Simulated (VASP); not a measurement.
# Si (P6_3/mmc) in VASP: further runs

Runs on Si. Level: LDA. Tasks: single point.

All numbers are computed with VASP 6.6.1; they aren't measurements. Logs are shortened: lines on timing, memory, paths and dates and some standing lists are left out, and cuts for length are marked.

**1. The cell of the first run**

Symmetry: P6_3/mmc, No. 194, hexagonal system. The conventional cell has a = 4.138 Å, b = 4.138 Å, c = 6.079 Å, α = 90.00°, β = 90.00°, γ = 120.00°. Si (site symmetry 3m) has 4 Si at 2.27 to 2.51 Å within 3.0 Å.

This isn't the form of Si at room conditions, which is diamond.

**2. Single point, LDA (strain +0.080 along x and y, -0.040 along z)**

INCAR reads:

```
  ALGO = Normal
  EDIFF = 1E-7
  ENCUT = 520
  ISIF = 2
  ISMEAR = 0
  LASPH = True
  LCHARG = True
  LELF = True
  LREAL = False
  LVHAR = True
  LWAVE = False
  NBANDS = 16
  NELM = 80
  PREC = Accurate
  SIGMA = 0.03
```

KPOINTS reads:

```
k-points
0
Gamma
  12 12 6
```

POSCAR reads:

```
Si
1.0
    4.1378228574      0.0000000000      0.0000000000
   -2.0689114287      3.5834597108      0.0000000000
    0.0000000000      0.0000000000      6.0793171202
Si
4
Direct
    0.3333333333      0.6666666667      0.0630095000
    0.6666666667      0.3333333333      0.5630095000
    0.3333333333      0.6666666667      0.4369905000
    0.6666666667      0.3333333333      0.9369905000
```

Potentials or basis: VASP PAW LDA potentials, release 64 (Si).

Command:

```console
$ cat potpaw_LDA.64/Si/POTCAR > POTCAR
$ mpirun -np 1 vasp_std > vasp.out
```

OUTCAR:

```text
EDIFF = 1E-7
   ENCUT = 520
   ISIF = 2
   ISMEAR = 0
   LASPH = True
   LREAL = False
   NELM = 80
   PREC = Accurate

 ion  position               nearest neighbor table
   1  0.333  0.667  0.063-   3 2.27   4 2.51   4 2.51   4 2.51
   2  0.667  0.333  0.563-   4 2.27   3 2.51   3 2.51   3 2.51
   3  0.333  0.667  0.437-   1 2.27   2 2.51   2 2.51   2 2.51
   4  0.667  0.333  0.937-   2 2.27   1 2.51   1 2.51   1 2.51

  LATTYP: Found a hexagonal cell.
 ALAT       =     4.1378228574
 C/A-ratio  =     1.4692067132

  Lattice vectors:

 A1 = (   4.1378228574,   0.0000000000,   0.0000000000)
 A2 = (  -2.0689114287,   3.5834597108,   0.0000000000)
 A3 = (   0.0000000000,   0.0000000000,   6.0793171202)

Analysis of symmetry for initial positions (statically):
=====================================================================
 Subroutine PRICEL returns:
 Original cell was already a primitive cell.

 Routine SETGRP: Setting up the symmetry group for a
 hexagonal supercell.

 Subroutine GETGRP returns: Found 24 space group operations
 (whereof 12 operations were pure point group operations)
 out of a pool of 24 trial point group operations.

The static configuration has the point symmetry D_3d.
 The point group associated with its full space group is D_6h.

Analysis of symmetry for dynamics (positions and initial velocities):
=====================================================================
 Subroutine PRICEL returns:
 Original cell was already a primitive cell.

 Routine SETGRP: Setting up the symmetry group for a
 hexagonal supercell.

 Subroutine GETGRP returns: Found 24 space group operations
 (whereof 12 operations were pure point group operations)
 out of a pool of 24 trial point group operations.

The dynamic configuration has the point symmetry D_3d.
 The point group associated with its full space group is D_6h.

 Subroutine INISYM returns: Found 24 space group operations
 (whereof 12 operations are pure point group operations),
 and found     1 'primitive' translations

----------------------------------------------------------------------------------------

                                     Primitive cell

  volume of cell :      90.1424

  direct lattice vectors                    reciprocal lattice vectors
     4.137822857  0.000000000  0.000000000     0.241672985  0.139529963  0.000000000
    -2.068911429  3.583459711  0.000000000     0.000000000  0.279059926  0.000000000
     0.000000000  0.000000000  6.079317120     0.000000000  0.000000000  0.164492159

  length of vectors
     4.137822857  4.137822857  6.079317120     0.279059926  0.279059926  0.164492159

  position of ions in fractional coordinates (direct lattice)
     0.333333333  0.666666667  0.063009500
     0.666666667  0.333333333  0.563009500
     0.333333333  0.666666667  0.436990500
     0.666666667  0.333333333  0.936990500

  ion indices of the primitive-cell ions
   primitive index   ion index
                 1           1
                 2           2
                 3           3
                 4           4

----------------------------------------------------------------------------------------

 KPOINTS: k-points

Automatic generation of k-mesh.
 Grid dimensions read from file:
 generate k-points for:   12   12    6

 Generating k-lattice:

  Cartesian coordinates                     Fractional coordinates (reciprocal lattice)
     0.020139415  0.011627497  0.000000000     0.083333333 -0.000000000  0.000000000
     0.000000000  0.023254994  0.000000000     0.000000000  0.083333333  0.000000000
     0.000000000  0.000000000  0.027415360     0.000000000  0.000000000  0.166666667

  Length of vectors
     0.023254994  0.023254994  0.027415360

  Shift w.r.t. Gamma in fractional coordinates (k-lattice)
     0.000000000  0.000000000  0.000000000

 Subroutine IBZKPT returns following result:
 ===========================================

 Found     76 irreducible k-points:

 Following reciprocal coordinates:
            Coordinates               Weight
  0.000000  0.000000  0.000000      1.000000
  0.083333  0.000000  0.000000      6.000000
  0.166667 -0.000000  0.000000      6.000000
  0.250000 -0.000000  0.000000      6.000000
  0.333333 -0.000000  0.000000      6.000000
  0.416667  0.000000  0.000000      6.000000
[... 16 lines left out ...]
  0.250000 -0.000000  0.166667     12.000000
  0.333333 -0.000000  0.166667     12.000000
 [... further k-points ...]
   k-points           NKPTS =     76   k-points in BZ     NKDIM =     76   number of bands    NBANDS=     16
   number of dos      NEDOS =    301   number of ions     NIONS =      4
   total plane-waves  NPLWV =  49152
   dimension x,y,z NGX =    32 NGY =   32 NGZ =   48
   dimension x,y,z NGXF=    64 NGYF=   64 NGZF=   96
   ions per type =               4
   NGX,Y,Z   is equivalent  to a cutoff of  12.86, 12.86, 13.13 a.u.
   NGXF,Y,Z  is equivalent  to a cutoff of  25.71, 25.71, 26.25 a.u.
 SYSTEM =  unknown system
   PREC   = accura    normal or accurate (medium, high low for compatibility)
   ISTART =      0    job   : 0-new  1-cont  2-samecut
   ICHARG =      2    charge: 1-file 2-atom 10-const
   ISPIN  =      1    spin polarized calculation?
   LNONCOLLINEAR =      F non collinear calculations
   LSORBIT =      F    spin-orbit coupling
   LASPH  =      T    aspherical Exc in radial PAW
   ENCUT  =  520.0 eV  38.22 Ry    6.18 a.u.   7.69  7.69 11.30*2*pi/ulx,y,z
   NELM   =     80;   NELMIN=  2; NELMDL= -5     # of ELM steps
   EDIFF  = 0.1E-06   stopping-criterion for ELM
   LREAL  =      F    real-space projection
   EDIFFG = 0.1E-05   stopping-criterion for IOM
   NSW    =      0    number of steps for IOM
   IBRION =     -1    ionic relax: 0-MD 1-quasi-New 2-CG
   NFREE  =      0    steps in history (QN), initial steepest desc. (CG)
   ISIF   =      2    stress and relaxation
   ISYM   =      2    0-nonsym 1-usesym 2-fastsym
   POTIM  = 0.5000    time-step for ionic-motion
   TEBEG  =    0.0;   TEEND  =   0.0 temperature during run
   PSTRESS=    0.0 pullay stress
   NELECT =      16.0000    total number of electrons
   NUPDOWN=      -1.0000    fix difference up-down
   EMIN   =  10.00;   EMAX   =-10.00  energy-range for DOS
   EFERMI =   0.00;   METHOD = LEGACY
   ISMEAR =     0;   SIGMA  =   0.03  broadening in eV -4-tet -1-fermi 0-gaus
   EFERMI_NEDOS =   21; number of points for ismear=-14 and -15
   IALGO  =     38    algorithm
   IMIX   =      4    mixing-type and parameters
     AMIX     =   0.40;   BMIX     =  1.00
     AMIX_MAG =   1.60;   BMIX_MAG =  1.00
  volume/ion in A,a.u.               =      22.54       152.08
  Fermi-wavevector in a.u.,A,eV,Ry     =   0.920037  1.738617 11.516886  0.846467
  Thomas-Fermi vector in A             =   2.045297
   LORBIT       =      0    0 simple, 1 ext, 2 COOP (PROOUT), +10 PAW based schemes
   GGA     = CA    functional components
   LHFCALC =     F    Hartree Fock is set to
   AEXX    =    0.0000 exact exchange contribution
   IVDW    =     0    specifies the selected vdW correction
   LEPSILON=     F    determine dielectric tensor
   LRPA    =     F    only Hartree local field effects (RPA)
 non-spin polarized calculation
 Gauss-broadening in eV      SIGMA  =   0.03
  energy-cutoff  :      520.00
  volume of cell :       90.14
 maximum number of plane-waves:      2459
 NGX is ok and might be reduce to    32
   NGX = 15   NGY = 15   NGZ = 23

 number of electron      16.0000000 magnetization

 Free energy of the ion-electron system (eV)
  ---------------------------------------------------
  ext. energy  EPLUGINS =         0.00000000
  ---------------------------------------------------
  free energy    TOTEN  =       -22.96204930 eV

  energy without entropy =      -22.96188300  energy(sigma->0) =      -22.96196615

 E-fermi :   4.8584     XC(G=0):  -9.1510

 val. band max:        4.8478939919   @ k =   0.0833   0.0000   0.0000
 cond. band min:       4.8775597247   @ k =   0.5000  -0.0000   0.0000
 fundamental gap:      0.0296657328
 Fermi energy:         4.8584337561

 k-point     1 :       0.0000    0.0000    0.0000
  band No.  band energies     occupation
      1      -6.6276      2.00000
      2      -3.7795      2.00000
      3      -2.1619      2.00000
      4       2.9471      2.00000
      5       2.9471      2.00000
      6       4.3672      2.00000
[... 8 lines left out ...]
     15       8.9846      0.00000
     16      10.2800      0.00000

 k-point     2 :       0.0833    0.0000    0.0000
  band No.  band energies     occupation
      1      -6.5624      2.00000
      2      -3.7112      2.00000
      3      -2.1582      2.00000
      4       2.3099      2.00000
      5       2.8209      2.00000
      6       4.2382      2.00000
[... 8 lines left out ...]
     15       9.2308      0.00000
     16       9.9168      0.00000

 k-point     3 :       0.1667   -0.0000    0.0000
  band No.  band energies     occupation
      1      -6.3690      2.00000
      2      -3.5081      2.00000
      3      -2.1796      2.00000
      4       1.3887      2.00000
      5       2.5317      2.00000
      6       3.0904      2.00000
[... 8 lines left out ...]
     15       9.4995      0.00000
     16       9.8940      0.00000

 k-point     4 :       0.2500   -0.0000    0.0000
  band No.  band energies     occupation
      1      -6.0555      2.00000
      2      -3.1765      2.00000
      3      -2.3295      2.00000
      4       0.6949      2.00000
      5       1.9553      2.00000
      6       2.2172      2.00000
[... 8 lines left out ...]
     15      10.3727      0.00000
     16      10.6765      0.00000
[... 324 lines left out ...]
 k-point    22 :       0.1667   -0.0000    0.1667
  band No.  band energies     occupation
      1      -6.2698      2.00000
      2      -4.0504      2.00000
      3      -1.5287      2.00000
      4       1.5395      2.00000
      5       2.4803      2.00000
      6       2.6176      2.00000
[... 8 lines left out ...]
     15       9.5954      0.00000
     16      10.2341      0.00000

 k-point    23 :       0.2500   -0.0000    0.1667
  band No.  band energies     occupation
      1      -5.9575      2.00000
      2      -3.7663      2.00000
      3      -1.7201      2.00000
      4       0.9303      2.00000
      5       1.4584      2.00000
      6       2.3044      2.00000
[... 8 lines left out ...]
     15      10.3054      0.00000
     16      10.4495      0.00000

 k-point    24 :       0.3333   -0.0000    0.1667
  band No.  band energies     occupation
      1      -5.5469      2.00000
      2      -3.4602      2.00000
      3      -2.0870      2.00000
      4       0.4640      2.00000
      5       0.7640      2.00000
      6       2.0465      2.00000
[... 8 lines left out ...]
     15      11.2194      0.00000
     16      11.2419      0.00000

 [... further k-points ...]

------------------------ aborting loop because EDIFF is reached ----------------------------------------

  FORCE on cell =-STRESS in cart. coord.  units (eV):
  Direction    XX          YY          ZZ          XY          YZ          ZX
  --------------------------------------------------------------------------------------
  -------------------------------------------------------------------------------------
  Total       -8.5266495     -8.5266495      3.5376184      0.0000000      0.0000000     -0.0000000
  in kB     -151.5513371   -151.5513371     62.8770777      0.0000000      0.0000000     -0.0000000
  external PRESSURE =     -80.0751988 kB  Pullay stress =       0.0000000 kB

 VOLUME and BASIS-vectors are now :
 -----------------------------------------------------------------------------
  energy-cutoff  :      520.00
  volume of cell :       90.14
      direct lattice vectors                 reciprocal lattice vectors
     4.137822857  0.000000000  0.000000000     0.241672985  0.139529963  0.000000000
    -2.068911429  3.583459711  0.000000000     0.000000000  0.279059926  0.000000000
     0.000000000  0.000000000  6.079317120     0.000000000  0.000000000  0.164492159

 POSITION                                       TOTAL-FORCE (eV/Angst)
 -----------------------------------------------------------------------------------
     -0.00000      2.38897      0.38305        -0.000000      0.000000     -1.120586
      2.06891      1.19449      3.42271         0.000000     -0.000000     -1.120586
     -0.00000      2.38897      2.65660        -0.000000      0.000000      1.120586
      2.06891      1.19449      5.69626         0.000000     -0.000000      1.120586
 -----------------------------------------------------------------------------------
    total drift:                               -0.000000      0.000000     -0.000000

  FREE ENERGIE OF THE ION-ELECTRON SYSTEM (eV)
  ---------------------------------------------------
  free  energy   TOTEN  =       -22.9620493048 eV

  energy  without entropy=      -22.9618830011  energy(sigma->0) =      -22.96196615
```

It took 1.8 min on 1 thread of Intel Xeon Platinum 8259CL at 2.50GHz (Skylake/Cascade Lake), shared host; peak memory 0.22 GiB.

Results:

```yaml
Free_energy: -22.9620 eV
Pressure: -8.0 GPa
Largest_force: 1.121 eV/Å
Band_gap_on_the_k_mesh: zero (bands 8 and 9 overlap by 0.27 eV)
```

Forces on the atoms (eV/Å):
```
Si   0.000  0.000 -1.121
Si   0.000  0.000 -1.121
Si   0.000  0.000  1.121
Si   0.000  0.000  1.121
```

Caveat: the cell differs from its parent crystal (strain +0.080 along x and y, -0.040 along z); the cell stands under tension; semilocal functionals underestimate gaps, so a narrow gap can read as zero; forces of over 1 eV/Å act on the atoms, so gaps and moduli don't describe the material at rest.

**3. Single point, LDA (strain +0.080 along x and y, +0.000 along z)**

INCAR reads:

```
PREC     = Accurate       # precision mode
ENCUT    = 520            # plane-wave cutoff, eV
EDIFF    = 1E-6           # SCF threshold, eV
ISMEAR   = 0              # smearing method
SIGMA    = 0.03           # smearing width, eV
LREAL    = False          # projectors in reciprocal space
LASPH    = True           # aspherical terms in the spheres
NELM     = 80             # most SCF steps
ALGO     = Normal         # electronic algorithm
ISIF     = 2              # what is computed and relaxed
LWAVE    = False          # write WAVECAR
LCHARG   = False          # write CHGCAR
NBANDS   = 16             # bands
```

KPOINTS reads:

```
regular mesh
0
Gamma
  12 12 6
```

POSCAR, as its differences from that of step 2:

```diff
@@ -4,3 +4,3 @@
    -2.0689114287      3.5834597108      0.0000000000
-    0.0000000000      0.0000000000      6.0793171202
+    0.0000000000      0.0000000000      6.3326220002
 Si
```

Potentials or basis: VASP PAW LDA potentials, release 64 (Si).

Command:

```console
$ cat potpaw_LDA.64/Si/POTCAR > POTCAR
$ mpirun -np 1 vasp_std > vasp.out
```

OUTCAR:

```text
PREC = Accurate
   ENCUT = 520
   EDIFF = 1E-6
   ISMEAR = 0
   LREAL = False
   LASPH = True
   NELM = 80
   ISIF = 2

 ion  position               nearest neighbor table
   1  0.333  0.667  0.063-   3 2.37   4 2.52   4 2.52   4 2.52
   2  0.667  0.333  0.563-   4 2.37   3 2.52   3 2.52   3 2.52
   3  0.333  0.667  0.437-   1 2.37   2 2.52   2 2.52   2 2.52
   4  0.667  0.333  0.937-   2 2.37   1 2.52   1 2.52   1 2.52

  LATTYP: Found a hexagonal cell.
 ALAT       =     4.1378228574
 C/A-ratio  =     1.5304236596

  Lattice vectors:

 A1 = (   4.1378228574,   0.0000000000,   0.0000000000)
 A2 = (  -2.0689114287,   3.5834597108,   0.0000000000)
 A3 = (   0.0000000000,   0.0000000000,   6.3326220002)

Analysis of symmetry for initial positions (statically):
=====================================================================
 Subroutine PRICEL returns:
 Original cell was already a primitive cell.

 Routine SETGRP: Setting up the symmetry group for a
 hexagonal supercell.

 Subroutine GETGRP returns: Found 24 space group operations
[... 174 lines left out ...]
 val. band max:        4.4035018670   @ k =   0.0833   0.0000   0.0000
 cond. band min:       4.5168554981   @ k =   0.0000   0.0000   0.0000
 fundamental gap:      0.1133536310
 Fermi energy:         4.4254999118

 k-point     1 :       0.0000    0.0000    0.0000
  band No.  band energies     occupation
      1      -6.7190      2.00000
      2      -4.2823      2.00000
      3      -2.2764      2.00000
      4       2.8239      2.00000
      5       2.8239      2.00000
      6       4.1541      2.00000
[... 433 lines left out ...]
      3      -2.3263      2.00000
      4       0.0719      2.00000
      5       0.5339      2.00000
      6       1.9091      2.00000
[... 8 lines left out ...]
     15      10.6009      0.00000
     16      10.9846      0.00000

 [... further k-points ...]

------------------------ aborting loop because EDIFF is reached ----------------------------------------

  FORCE on cell =-STRESS in cart. coord.  units (eV):
  Direction    XX          YY          ZZ          XY          YZ          ZX
  --------------------------------------------------------------------------------------
  -------------------------------------------------------------------------------------
  Total       -8.6364146     -8.6364146     -1.8531697      0.0000000     -0.0000000      0.0000000
  in kB     -147.3621946   -147.3621946    -31.6204305      0.0000000     -0.0000000      0.0000000
  external PRESSURE =    -108.7816066 kB  Pullay stress =       0.0000000 kB

 VOLUME and BASIS-vectors are now :
 -----------------------------------------------------------------------------
  energy-cutoff  :      520.00
  volume of cell :       93.90
      direct lattice vectors                 reciprocal lattice vectors
     4.137822857  0.000000000  0.000000000     0.241672985  0.139529963  0.000000000
    -2.068911429  3.583459711  0.000000000     0.000000000  0.279059926  0.000000000
     0.000000000  0.000000000  6.332622000     0.000000000  0.000000000  0.157912473

 POSITION                                       TOTAL-FORCE (eV/Angst)
 -----------------------------------------------------------------------------------
     -0.00000      2.38897      0.39902        -0.000000     -0.000000     -0.530826
      2.06891      1.19449      3.56533         0.000000      0.000000     -0.530826
     -0.00000      2.38897      2.76730        -0.000000     -0.000000      0.530826
      2.06891      1.19449      5.93361         0.000000     -0.000000      0.530826
 -----------------------------------------------------------------------------------
    total drift:                               -0.000000      0.000000     -0.000000

  FREE ENERGIE OF THE ION-ELECTRON SYSTEM (eV)
  ---------------------------------------------------
  free  energy   TOTEN  =       -22.9925049855 eV

  energy  without entropy=      -22.9924261330  energy(sigma->0) =      -22.99246556
```

stdout:

```text
POSCAR found type information on POSCAR Si
 POSCAR found :  1 types and       4 ions
 scaLAPACK will be used
 LDA part: xc-table for (Slater(with rela. corr.)+CA(PZ))
 , standard interpolation
 POSCAR, INCAR and KPOINTS ok, starting setup
 FFT: planning ... GRIDC
 FFT: planning ... GRID_SOFT
 FFT: planning ... GRID
 WAVECAR not read
 entering main loop
```

It took 70 s on 1 thread of Intel Xeon Platinum 8259CL at 2.50GHz (Skylake/Cascade Lake), shared host; peak memory 0.21 GiB.

Results:

| Property | Result |
| --- | --- |
| Free energy | -22.9925 eV |
| Pressure | -10.9 GPa |
| Largest force | 0.531 eV/Å |
| Band gap on the k mesh | zero (bands 8 and 9 overlap by 0.13 eV) |

Forces in eV/Å, atoms in the order of the input:
```
Si   0.000  0.000 -0.531
Si   0.000  0.000 -0.531
Si   0.000  0.000  0.531
Si   0.000  0.000  0.531
```

Stress tensor (GPa, compression positive):
```
-14.74   0.00   0.00
  0.00 -14.74   0.00
  0.00   0.00  -3.16
```

Caveat: the cell differs from its parent crystal (strain +0.080 along x and y, +0.000 along z); the cell stands under tension; semilocal functionals underestimate gaps, so a narrow gap can read as zero.

(Part 1 of 2 ends here.)
